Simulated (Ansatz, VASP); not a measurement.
**ZnS in VASP and in Ansatz**

```
CELL_PARAMETERS angstrom
3.73823 0.00000 0.00000
-1.86912 3.23740 0.00000
0.00000 0.00000 6.17371
ATOMIC_POSITIONS crystal
Zn 0.33333 0.66667 0.00606
Zn 0.66667 0.33333 0.50606
S 0.33333 0.66667 0.37894
S 0.66667 0.33333 0.87894
```

Change from the starting cell: z stretched by +0.5 %, x and y held.

Alike in both runs: functional LDA; k mesh 6 × 6 × 4; no spin polarisation.

Ansatz relaxed the structure, and its values are those at the end. VASP's run is a single point on that final structure, the one shown.

```csv
,VASP,Ansatz
version,VASP 6.6.1,Ansatz 0.2.0
potentials or method,"VASP PAW LDA potentials, release 64 (Zn, S), cutoff 520 eV","all-electron LAPW, scalar-relativistic"
occupations,"gaussian, width 0.01 eV",fixed
```

Ansatz gave:

| Quantity | Value |
| --- | --- |
| gap on the k mesh at the Fermi level (eV) | 2.15 |
| pressure (GPa) | -0.4 |

Question: Which values does VASP return?

Answer: gap on the k mesh at the Fermi level (eV): 2.18; pressure (GPa): -0.2.

LDA's correlation is that of Perdew and Zunger in VASP and of Perdew and Wang (1992) in Ansatz. Ansatz ran all-electron here, and VASP with PAW potentials.
